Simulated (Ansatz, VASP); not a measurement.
## Ge4MoW: VASP beside Ansatz

```
Ge Mo W
1.0
     3.33608    0.00000    0.00000
     0.00000    3.33608    0.00000
     0.00000    0.00000    8.31493
Ge Mo W
4 1 1
Cartesian
  0.0000 0.0000 5.5126
  1.6680 1.6680 1.3411
  0.0000 0.0000 2.8023
  1.6680 1.6680 6.9738
  0.0000 0.0000 0.0000
  1.6680 1.6680 4.1575
```

Alike in both runs: task relaxation of cell and atoms; functional PBE; k mesh 12 × 12 × 6; occupations gaussian, width 0.1 eV; no spin polarisation.

|  | VASP | Ansatz |
| --- | --- | --- |
| version | VASP 6.6.1 | Ansatz 0.2.0 |
| potentials or method | VASP PAW PBE potentials, release 64 (Ge_d, Mo_sv, W_sv), cutoff 600 eV | scalar-relativistic, plane waves, PAW |
| valence electrons in the cell | 84 | 84 |

VASP gave:

```
gap on the k mesh at the Fermi level, each at its own relaxed structure (eV) : none
relaxed volume (Å³/atom)                                                     : 15.43
relaxed length of the cell vector where the two differ most in proportion (Å)              : 3.342
```

Estimate Ansatz's values.

gap on the k mesh at the Fermi level, each at its own relaxed structure (eV): none; relaxed volume (Å³/atom): 15.41; relaxed length of the cell vector where the two differ most in proportion (Å): 3.340.

A gap of «none» marks a metal or a gap that the smearing closes.

Spin-orbit coupling is off throughout.
